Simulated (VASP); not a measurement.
# B33N32 (a cell with a defect) in VASP: single point with PBEsol

Aim: the single point of B33N32 (a cell with a defect) with PBEsol.

Everything below comes from runs of VASP 6.6.1. Logs are shortened: lines on timing, memory, paths and dates and some standing lists are left out, and cuts for length are marked.

## (1) The cell of the first run

The cell holds a defect, 65 atoms: a = 7.212 Å, b = 7.212 Å, c = 7.212 Å, α = 90.00°, β = 90.00°, γ = 90.00°.

## (2) Single point, PBEsol, collinear spin

The input, INCAR:

```
PREC     = Accurate       # precision mode
ENCUT    = 520            # plane-wave cutoff, eV
EDIFF    = 1E-6           # SCF threshold, eV
ISMEAR   = -1             # smearing method
SIGMA    = 0.05           # smearing width, eV
LREAL    = Auto         
LASPH    = True           # aspherical terms in the spheres
NELM     = 150            # most SCF steps
ALGO     = Normal         # electronic algorithm
ISIF     = 2              # what is computed and relaxed
LWAVE    = False          # write WAVECAR
LCHARG   = False          # write CHGCAR
ISPIN    = 2              # spin polarisation
MAGMOM   = 0 0 0 0 0 0 0 0.091 0 0.091 0 0 0 0 0 0 0 0 0.091 0 0 0 0 0 0 0 0 0 0.091 0 0 0 0.091 0 0 0 0 0 0 0 0 0.091 0.091 0 0 0 0 0 0 0.091 0 0.091 0 0 0 0 0 0.091 0 0 0 0.091 0 0 0 # initial moments
LORBIT   = 11             # projections on sites
GGA      = PS             # functional
NELECT   = 257.0        
ISYM     = 0            
NBANDS   = 172            # bands
```

The input, KPOINTS:

```
Automatic mesh
0
Gamma
  1 1 1
  0.25 0.25 0.25
```

The input, POSCAR:

```
B33N32
1.0
    7.2115910000      0.0000000000      0.0000000000
    0.0000000000      7.2115910000      0.0000000000
    0.0000000000      0.0000000000      7.2115910000
B N
33 32
Direct
    0.9982760000      0.9982260000      0.9977370000
    0.9998540000      0.9998340000      0.5003780000
    0.9998560000      0.5008730000      0.9993380000
    0.9991090000      0.5057810000      0.5052950000
    0.5008980000      0.9998350000      0.9993380000
    0.5058240000      0.9990890000      0.5052980000
    0.5058110000      0.5058020000      0.9985930000
    0.5017020000      0.5016970000      0.5011920000
    0.2458360000      0.2458160000      0.9920920000
    0.2504150000      0.2503690000      0.5286310000
    0.2512900000      0.7531280000      0.9980770000
    0.2507600000      0.7546130000      0.5026600000
    0.7531650000      0.2512560000      0.9980780000
    0.7546160000      0.2507240000      0.5026540000
    0.7511620000      0.7511310000      0.9998270000
    0.7512820000      0.7512540000      0.5014480000
    0.2458490000      0.9925830000      0.2453110000
    0.2512900000      0.9985730000      0.7526380000
    0.2504340000      0.5291340000      0.2498750000
    0.2507560000      0.5031500000      0.7540970000
    0.7531570000      0.9985760000      0.2507610000
    0.7511650000      0.0003190000      0.7506360000
    0.7546340000      0.5031450000      0.2502260000
    0.7512750000      0.5019450000      0.7507670000
    0.9926290000      0.2458080000      0.2453220000
    0.9985990000      0.2512590000      0.7526420000
    0.9985980000      0.7531410000      0.2507670000
    0.0003610000      0.7511250000      0.7506330000
    0.5291270000      0.2503690000      0.2498890000
    0.5031850000      0.2507330000      0.7541160000
    0.5031900000      0.7545980000      0.2502370000
    0.5019660000      0.7512600000      0.7507570000
    0.3040450000      0.3040380000      0.3035420000
    0.1228760000      0.1228270000      0.1223340000
    0.1246420000      0.1246100000      0.6299720000
    0.1246440000      0.6304680000      0.1241180000
    0.1277180000      0.6267270000      0.6262300000
    0.6304830000      0.1246200000      0.1241240000
    0.6267600000      0.1276760000      0.6262380000
    0.6267630000      0.6267290000      0.1271830000
    0.6262110000      0.6261880000      0.6256910000
    0.3717940000      0.3717910000      0.1209750000
    0.3775640000      0.3775360000      0.6321280000
    0.3765280000      0.8760900000      0.1245320000
    0.3767820000      0.8777920000      0.6261610000
    0.8761310000      0.3764890000      0.1245360000
    0.8778090000      0.3767530000      0.6261640000
    0.8755100000      0.8754840000      0.1254890000
    0.8762620000      0.8762290000      0.6257880000
    0.3718260000      0.1214810000      0.3712800000
    0.3765210000      0.1250280000      0.8755970000
    0.3775600000      0.6326300000      0.3770470000
    0.3767840000      0.6266510000      0.8772920000
    0.8761290000      0.1250310000      0.3759990000
    0.8755130000      0.1259790000      0.8749900000
    0.8778120000      0.6266600000      0.3762570000
    0.8762640000      0.6262810000      0.8757350000
    0.1214670000      0.3717450000      0.3712780000
    0.1250630000      0.3764960000      0.8756070000
    0.1250610000      0.8760990000      0.3759980000
    0.1260230000      0.8754770000      0.8749830000
    0.6326330000      0.3775440000      0.3770390000
    0.6266890000      0.3767530000      0.8772960000
    0.6266830000      0.8777910000      0.3762590000
    0.6263140000      0.8762280000      0.8757340000
```

Potentials or basis: VASP PAW PBE potentials, release 64 (B, N).

Command:

```sh
> cat potpaw_PBE.64/B/POTCAR potpaw_PBE.64/N/POTCAR > POTCAR
> mpirun -np 1 vasp_std > vasp.out
```

OUTCAR:

```text
PREC = Accurate
   ENCUT = 520
   EDIFF = 1E-6
   ISMEAR = -1
   LREAL = Auto
   LASPH = True
   NELM = 150
   ISIF = 2
   ISPIN = 2
   LORBIT = 11
   GGA = PS
   NELECT = 257.0
   ISYM = 0

 ion  position               nearest neighbor table
   1  0.998  0.998  0.998-  61 1.55  48 1.55  55 1.55  34 1.56
   2  1.000  1.000  0.500-  49 1.55  54 1.55  60 1.55  35 1.58
   3  1.000  0.501  0.999-  57 1.55  46 1.55  59 1.55  36 1.58
   4  0.999  0.506  0.505-  37 1.54  47 1.55  56 1.55  58 1.63
   5  0.501  1.000  0.999-  65 1.55  44 1.55  51 1.55  38 1.58
   6  0.506  0.999  0.505-  39 1.54  64 1.55  45 1.55  50 1.63
   7  0.506  0.506  0.999-  40 1.54  53 1.55  63 1.55  42 1.63
   8  0.502  0.502  0.501-  41 1.56  52 1.58  43 1.58  62 1.58
   9  0.246  0.246  0.992-  59 1.53  51 1.53  34 1.57  42 1.59
  10  0.250  0.250  0.529-  35 1.48  43 1.50  50 1.71  58 1.71  33 1.71
  11  0.251  0.753  0.998-  61 1.54  53 1.55  44 1.56  36 1.56
  12  0.251  0.755  0.503-  45 1.55  60 1.56  52 1.56  37 1.56
  13  0.753  0.251  0.998-  55 1.54  63 1.55  46 1.56  38 1.56
  14  0.755  0.251  0.503-  47 1.55  54 1.56  62 1.56  39 1.56
  15  0.751  0.751  1.000-  65 1.56  57 1.56  48 1.56  40 1.57
  16  0.751  0.751  0.501-  49 1.56  41 1.56  56 1.57  64 1.57
  17  0.246  0.993  0.245-  44 1.53  60 1.53  34 1.57  50 1.59
  18  0.251  0.999  0.753-  61 1.54  45 1.55  51 1.56  35 1.56
  19  0.250  0.529  0.250-  36 1.48  52 1.50  42 1.71  58 1.71  33 1.71
  20  0.251  0.503  0.754-  53 1.55  59 1.56  43 1.56  37 1.56
  21  0.753  0.999  0.251-  48 1.54  64 1.55  54 1.56  38 1.56
  22  0.751  0.000  0.751-  49 1.56  65 1.56  55 1.56  39 1.57
  23  0.755  0.503  0.250-  56 1.55  46 1.56  62 1.56  40 1.56
  24  0.751  0.502  0.751-  57 1.56  41 1.56  63 1.57  47 1.57
  25  0.993  0.246  0.245-  54 1.53  46 1.53  34 1.57  58 1.59
  26  0.999  0.251  0.753-  55 1.54  47 1.55  59 1.56  35 1.56
  27  0.999  0.753  0.251-  48 1.54  56 1.55  60 1.56  36 1.56
  28  0.000  0.751  0.751-  57 1.56  49 1.56  61 1.56  37 1.57
  29  0.529  0.250  0.250-  38 1.48  62 1.50  50 1.71  42 1.71  33 1.71
  30  0.503  0.251  0.754-  63 1.55  51 1.56  43 1.56  39 1.56
  31  0.503  0.755  0.250-  64 1.55  44 1.56  52 1.56  40 1.56
  32  0.502  0.751  0.751-  65 1.56  41 1.56  45 1.57  53 1.57
  33  0.304  0.304  0.304-  58 1.49  50 1.49  42 1.49  29 1.71  10 1.71  19 1.71
  34  0.123  0.123  0.122-   1 1.56   9 1.57  17 1.57  25 1.57
  35  0.125  0.125  0.630-  10 1.48  18 1.56  26 1.56   2 1.58
  36  0.125  0.630  0.124-  19 1.48  11 1.56  27 1.56   3 1.58
  37  0.128  0.627  0.626-   4 1.54  20 1.56  12 1.56  28 1.57
  38  0.630  0.125  0.124-  29 1.48  21 1.56  13 1.56   5 1.58
  39  0.627  0.128  0.626-   6 1.54  14 1.56  30 1.56  22 1.57
  40  0.627  0.627  0.127-   7 1.54  31 1.56  23 1.56  15 1.57
  41  0.626  0.626  0.626-   8 1.56  16 1.56  32 1.56  24 1.56
  42  0.372  0.372  0.121-  33 1.49   9 1.59   7 1.63  19 1.71  29 1.71
  43  0.378  0.378  0.632-  10 1.50  20 1.56  30 1.56   8 1.58
  44  0.377  0.876  0.125-  17 1.53   5 1.55  31 1.56  11 1.56
  45  0.377  0.878  0.626-   6 1.55  12 1.55  18 1.55  32 1.57
  46  0.876  0.376  0.125-  25 1.53   3 1.55  23 1.56  13 1.56
  47  0.878  0.377  0.626-   4 1.55  14 1.55  26 1.55  24 1.57
  48  0.876  0.875  0.125-  27 1.54  21 1.54   1 1.55  15 1.56
  49  0.876  0.876  0.626-   2 1.55  22 1.56  28 1.56  16 1.56
  50  0.372  0.121  0.371-  33 1.49  17 1.59   6 1.63  29 1.71  10 1.71
  51  0.377  0.125  0.876-   9 1.53   5 1.55  30 1.56  18 1.56
  52  0.378  0.633  0.377-  19 1.50  12 1.56  31 1.56   8 1.58
  53  0.377  0.627  0.877-   7 1.55  20 1.55  11 1.55  32 1.57
  54  0.876  0.125  0.376-  25 1.53   2 1.55  14 1.56  21 1.56
  55  0.876  0.126  0.875-  13 1.54  26 1.54   1 1.55  22 1.56
  56  0.878  0.627  0.376-   4 1.55  23 1.55  27 1.55  16 1.57
  57  0.876  0.626  0.876-   3 1.55  28 1.56  15 1.56  24 1.56
  58  0.121  0.372  0.371-  33 1.49  25 1.59   4 1.63  10 1.71  19 1.71
  59  0.125  0.376  0.876-   9 1.53   3 1.55  20 1.56  26 1.56
  60  0.125  0.876  0.376-  17 1.53   2 1.55  12 1.56  27 1.56
  61  0.126  0.875  0.875-  18 1.54  11 1.54   1 1.55  28 1.56
  62  0.633  0.378  0.377-  29 1.50  23 1.56  14 1.56   8 1.58
  63  0.627  0.377  0.877-   7 1.55  30 1.55  13 1.55  24 1.57
  64  0.627  0.878  0.376-   6 1.55  31 1.55  21 1.55  16 1.57
  65  0.626  0.876  0.876-   5 1.55  15 1.56  22 1.56  32 1.56

IMPORTANT INFORMATION: All symmetrisations will be switched off!
NOSYMM: (Re-)initialisation of all symmetry stuff for point group C_1.

----------------------------------------------------------------------------------------

                                     Primitive cell

[... 215 lines left out ...]
     AMIX_MAG =   1.60;   BMIX_MAG =  1.00
  volume/ion in A,a.u.               =       5.77        38.94
  Fermi-wavevector in a.u.,A,eV,Ry     =   1.443294  2.727430 28.342260  2.083097
  Thomas-Fermi vector in A             =   2.561718
   LORBIT       =     11    0 simple, 1 ext, 2 COOP (PROOUT), +10 PAW based schemes
   GGA     = PS    functional components
   LHFCALC =     F    Hartree Fock is set to
   AEXX    =    0.0000 exact exchange contribution
   IVDW    =     0    specifies the selected vdW correction
   LEPSILON=     F    determine dielectric tensor
   LRPA    =     F    only Hartree local field effects (RPA)
 spin polarized calculation
  energy-cutoff  :      520.00
  volume of cell :      375.05
 maximum number of plane-waves:     10107
 NGX is ok and might be reduce to    54
   NGX = 27   NGY = 27   NGZ = 27

 number of electron     257.0000037 magnetization       1.0000841

 Free energy of the ion-electron system (eV)
  ---------------------------------------------------
  ext. energy  EPLUGINS =         0.00000000
  ---------------------------------------------------
  free energy    TOTEN  =      -603.52904075 eV

  energy without entropy =     -603.52899330  energy(sigma->0) =     -603.52901703

 E-fermi :  10.4929     XC(G=0): -13.0827

 val. band max:       10.0589508522   @ k =   0.2500   0.2500   0.2500
 cond. band min:      10.9781014874   @ k =  -0.2500   0.2500   0.2500
 fundamental gap:      0.9191506352
 Fermi energy:        10.4928946443

 spin component 1

 k-point     1 :       0.2500    0.2500    0.2500
  band No.  band energies     occupation
      1     -12.9923      1.00000
      2     -11.8331      1.00000
      3     -11.5207      1.00000
      4     -11.5204      1.00000
      5     -10.7152      1.00000
      6     -10.5375      1.00000
[... 561 lines left out ...]
    139      14.9147      0.00000
    140      15.2988      0.00000
 Fermi energy:        10.4928946443

 spin component 2

 k-point     1 :       0.2500    0.2500    0.2500
  band No.  band energies     occupation
      1     -12.8712      1.00000
      2     -11.7843      1.00000
      3     -11.4949      1.00000
      4     -11.4946      1.00000
      5     -10.6893      1.00000
      6     -10.5176      1.00000
[... 561 lines left out ...]
    139      15.0262      0.00000
    140      15.4102      0.00000
 [bands above 140 left out]

------------------------ aborting loop because EDIFF is reached ----------------------------------------

  FORCE on cell =-STRESS in cart. coord.  units (eV):
  Direction    XX          YY          ZZ          XY          YZ          ZX
  --------------------------------------------------------------------------------------
  -------------------------------------------------------------------------------------
  Total       -5.9527863     -5.9539042     -5.9522235      2.1196498      2.1154290      2.1186112
  in kB      -25.4294879    -25.4342633    -25.4270834      9.0548536      9.0368227      9.0504170
  external PRESSURE =     -25.4302782 kB  Pullay stress =       0.0000000 kB

 VOLUME and BASIS-vectors are now :
 -----------------------------------------------------------------------------
  energy-cutoff  :      520.00
  volume of cell :      375.05
      direct lattice vectors                 reciprocal lattice vectors
     7.211591000  0.000000000  0.000000000     0.138665656  0.000000000  0.000000000
     0.000000000  7.211591000  0.000000000     0.000000000  0.138665656  0.000000000
     0.000000000  0.000000000  7.211591000     0.000000000  0.000000000  0.138665656

 POSITION                                       TOTAL-FORCE (eV/Angst)
 -----------------------------------------------------------------------------------
      7.19916      7.19880      7.19527         0.042416      0.045141      0.044558
      7.21054      7.21039      3.60852         0.054837      0.052963      0.068923
      7.21055      3.61209      7.20682         0.056564      0.066612      0.054786
      7.20517      3.64749      3.64398         0.057249      0.032321      0.030795
      3.61227      7.21040      7.20682         0.067785      0.053909      0.053738
      3.64780      7.20502      3.64400         0.031097      0.056235      0.032247
[... 57 lines left out ...]
      4.51938      6.33027      2.71343        -0.054690     -0.052374     -0.083675
      4.51672      6.31900      6.31544        -0.054917     -0.056399     -0.056681
 -----------------------------------------------------------------------------------
    total drift:                                0.007983      0.007617      0.009042

  FREE ENERGIE OF THE ION-ELECTRON SYSTEM (eV)
  ---------------------------------------------------
  free  energy   TOTEN  =      -603.5290407525 eV

  energy  without entropy=     -603.5289932986  energy(sigma->0) =     -603.52901703

 total charge

# of ion       s       p       d       tot
------------------------------------------
    1        0.678   1.374   0.000   2.052
    2        0.674   1.360   0.000   2.034
    3        0.674   1.360   0.000   2.034
    4        0.672   1.331   0.000   2.003
    5        0.674   1.360   0.000   2.034
    6        0.672   1.331   0.000   2.003
[... 57 lines left out ...]
   64        1.207   2.761   0.000   3.968
   65        1.206   2.759   0.000   3.965
--------------------------------------------------
tot         61.060 133.426   0.000 194.485

 magnetization (x)

# of ion       s       p       d       tot
------------------------------------------
    1        0.001   0.003   0.000   0.004
    2        0.001   0.001   0.000   0.001
    3        0.001   0.001   0.000   0.001
    4        0.001   0.002   0.000   0.002
    5        0.001   0.001   0.000   0.001
    6        0.001   0.002   0.000   0.002
[... 57 lines left out ...]
   64        0.000   0.000   0.000   0.000
   65       -0.000  -0.000   0.000  -0.000
--------------------------------------------------
tot          0.083   0.581   0.000   0.664
```

Run time: 57 min. Hardware: 1 thread of Intel Xeon 8259CL, shared host; peak memory 0.68 GiB.

What came out:

* Free energy: -603.5290 eV
* Largest force: 0.130 eV/Å
* Net moment: 1.00 μB per cell
* Site moments: B +0.00, +0.02, +0.01, +0.38 (each value once); N +0.01, +0.00, +0.02, -0.00 (each value once) μB
* Valence electrons inside the program's atomic spheres: B 2.05, 2.03, 2.00, 1.99, 2.06, 2.04, 2.31 (each value once); N 3.96, 3.99, 3.92, 3.98, 3.97 (each value once)

Forces on the atoms (eV/Å):
```
B    0.042  0.045  0.045
B    0.055  0.053  0.069
B    0.057  0.067  0.055
B    0.057  0.032  0.031
B    0.068  0.054  0.054
B    0.031  0.056  0.032
B    0.034  0.029  0.056
B    0.032  0.029  0.031
B    0.040  0.038  0.025
B   -0.045 -0.043  0.075
B    0.083  0.068  0.037
B    0.046  0.053  0.062
B    0.067  0.084  0.039
B    0.057  0.049  0.063
B    0.064  0.064  0.064
B    0.056  0.055  0.067
B    0.039  0.026  0.039
B    0.082  0.038  0.068
B   -0.046  0.074 -0.044
B    0.047  0.063  0.057
B    0.069  0.039  0.083
B    0.063  0.063  0.064
B    0.053  0.064  0.049
B    0.056  0.067  0.053
B    0.023  0.038  0.037
B    0.039  0.083  0.067
B    0.040  0.066  0.082
B    0.063  0.064  0.064
B    0.079 -0.040 -0.042
B    0.063  0.046  0.053
B    0.062  0.056  0.046
B    0.068  0.054  0.056
B   -0.051 -0.047 -0.049
N   -0.007 -0.005 -0.004
N   -0.049 -0.049 -0.110
N   -0.050 -0.110 -0.048
N   -0.045 -0.065 -0.065
N   -0.108 -0.051 -0.052
N   -0.065 -0.043 -0.064
N   -0.065 -0.064 -0.043
N   -0.047 -0.047 -0.047
N    0.064  0.062  0.034
N   -0.039 -0.039 -0.093
N   -0.052 -0.061 -0.042
N   -0.083 -0.052 -0.056
N   -0.062 -0.052 -0.043
N   -0.052 -0.084 -0.055
N   -0.057 -0.057 -0.067
N   -0.058 -0.058 -0.054
N    0.061  0.032  0.063
N   -0.052 -0.041 -0.059
N   -0.037 -0.093 -0.039
N   -0.084 -0.054 -0.053
N   -0.064 -0.044 -0.053
N   -0.057 -0.067 -0.058
N   -0.051 -0.057 -0.084
N   -0.058 -0.054 -0.057
N    0.039  0.068  0.066
N   -0.045 -0.053 -0.063
N   -0.043 -0.060 -0.052
N   -0.068 -0.058 -0.057
N   -0.092 -0.041 -0.039
N   -0.057 -0.083 -0.051
N   -0.055 -0.052 -0.084
N   -0.055 -0.056 -0.057
```

Caveat: the cell carries a net charge on a neutralising background, which shifts energy and pressure; the cell is charged against a uniform background, so pressure and absolute levels hang on convention; the PAW data sets were made with another functional, which shifts forces and pressure a little.
